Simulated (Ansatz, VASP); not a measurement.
**CdS: VASP beside Ansatz**

INCAR

```
  PREC = Accurate
  ENCUT = 520
  EDIFF = 1E-7
  ISMEAR = -1
  SIGMA = 0.05
  LREAL = False
  LASPH = True
  NELM = 100
  ALGO = Normal
  ISIF = 2
  LWAVE = False
  LCHARG = False
  GGA = PE
  NBANDS = 26
```

KPOINTS

```
regular mesh
0
Gamma
  9 9 5
```

Contents of POSCAR:

```
CdS
1.0
    4.1688380995      0.0000000000      0.0000000000
   -2.0844190498      3.6103196984      0.0000000000
    0.0000000000      0.0000000000      6.7796174100
Cd S
2 2
Direct
    0.6666666700      0.3333333300      0.4987493605
    0.3333333300      0.6666666700      0.0002243700
    0.6666666700      0.3333333300      0.8767756300
    0.3333333300      0.6666666700      0.3767756300
```

Input for Ansatz:

```yaml
crystal:
  lattice:
    - [4.1688380995, 0.0, 0.0]
    - [-2.0844190498, 3.6103196984, 0.0]
    - [0.0, 0.0, 6.77961741]
  atoms:
    - { symbol: Cd, position: [0.66666667, 0.33333333, 0.4987493605] }
    - { symbol: Cd, position: [0.33333333, 0.66666667, 0.00022437] }
    - { symbol: S, position: [0.66666667, 0.33333333, 0.87677563] }
    - { symbol: S, position: [0.33333333, 0.66666667, 0.37677563] }
hamiltonian:
  xc: pbe
  pseudopotentials:
    kind: all_electron
    lapw: { muffin_tin_radii: { S: 1.032, Cd: 1.222 } }
kpoints:
  mp_grid: { grid: [9, 9, 5] }
scf:
  occupations: { method: fermi_dirac, width: 0.05 }
  convergence: { dr2_threshold: 1.0e-09 }
output:
  eigenvalues: true
  forces: true
basis:
  ecutwfc: 400
```

Alike in both runs: task single point; functional PBE; k mesh 9 × 9 × 5; occupations fermi-dirac, width 0.05 eV; no spin polarisation.

|  | VASP | Ansatz |
| --- | --- | --- |
| version | VASP 6.6.1 | Ansatz 0.2.0 |
| potentials or method | VASP PAW PBE potentials, release 64 (Cd, S), cutoff 520 eV | all-electron LAPW, scalar-relativistic |

|  | VASP | Ansatz | Ansatz less VASP |
| --- | --- | --- | --- |
| gap on the k mesh at the Fermi level (eV) | 1.16 | 1.16 | -0.002 |
| least direct gap on the mesh (eV) | 1.16 | 1.16 | -0.002 |
| rms of the force components (eV/Å) | 0.020 | 0.019 | -0.0005 |

Atom by atom the forces differ by 0.001 eV/Å (rms over components). Ansatz ran all-electron here, and VASP with PAW potentials.
